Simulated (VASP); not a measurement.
Set up this calculation in VASP 6.6.1, as the native input.

```
Task                   : single point
Functional             : PBE
Potentials or basis    : VASP PAW PBE potentials, release 64 (P)
Cutoff                 : 520 eV
k mesh                 : 12 × 12 × 12
Occupations            : fermi-dirac, width 0.1 eV
Spin                   : no spin polarisation
Dipole correction      : no
Further INCAR settings : ALGO = Normal; EDIFF = 1e-06; NBANDS = 12
```

The structure of P lies in POSCAR:

```
P
1.0
    0.0000000000      2.7441144331      2.7441144331
    2.7441144331      0.0000000000      2.7441144331
    2.7441144331      2.7441144331      0.0000000000
P
2
Direct
   -0.1250000000     -0.1250000000     -0.1250000000
    0.1250000000      0.1250000000      0.1250000000
```

This isn't the form of P at room conditions, which is orthorhombic.

The input as run:

INCAR

```
SYSTEM = P
PREC = Accurate ; ENCUT = 520
EDIFF = 1E-6 ; ISMEAR = -1
SIGMA = 0.1 ; LREAL = .FALSE.
LASPH = .TRUE. ; NELM = 100
ALGO = Normal ; ISIF = 2
LWAVE = .FALSE. ; LCHARG = .FALSE.
GGA = PE ; NBANDS = 12
```

KPOINTS

```
regular mesh
0
G
  12 12 12
  0 0 0
```

Potentials or basis: VASP PAW PBE potentials, release 64 (P).

Launch:

```sh
$ cat potpaw_PBE.64/P/POTCAR > POTCAR
$ mpirun -np 1 vasp_std > vasp.out
```

Results of the run:

* Pressure: -0.1 GPa
* Band gap on the k mesh: zero (bands 5 and 6 overlap by 2.67 eV)

Wall time 42 s on 1 thread of Intel Xeon 8259CL (shared host), peak memory 0.17 GiB.
